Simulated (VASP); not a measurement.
Input of a VASP 6.6.1 run:

INCAR

```
SYSTEM = HfO2
PREC = Accurate
ENCUT = 520
EDIFF = 1E-7
ISMEAR = 0
SIGMA = 0.01
LREAL = .False.
LASPH = .True.
NELM = 60
ALGO = Normal
ISIF = 2
LWAVE = .False.
LCHARG = .False.
GGA = PE
NBANDS = 18
```

The input KPOINTS:

```
regular mesh
0
Gamma
  6 6 6
  0 0 0
```

POSCAR

```
HfO2
1.0
    0.0000000000      2.5911551753      2.5911551753
    2.5911551753      0.0000000000      2.5911551753
    2.5911551753      2.5911551753      0.0000000000
Hf O
1 2
Direct
    0.0000000000      0.0000000000      0.0000000000
    0.2500000000      0.2500000000      0.2500000000
    0.7500000000      0.7500000000      0.7500000000
```

Potentials or basis: VASP PAW PBE potentials, release 64 (Hf_pv, O).

Run with:

```bash
$ cat potpaw_PBE.64/Hf_pv/POTCAR potpaw_PBE.64/O/POTCAR > POTCAR
$ mpirun -np 1 vasp_std > vasp.out
```

Q: What does it give for the band gap on the k mesh?

A: 3.62 eV, direct.

Q: Estimate the pressure.

A: -14.1 GPa.

Caveat: spin-orbit coupling is left out, which moves the levels of the heavy elements. Expect the measured gap to be larger: semilocal functionals such as PBE lack the derivative discontinuity.
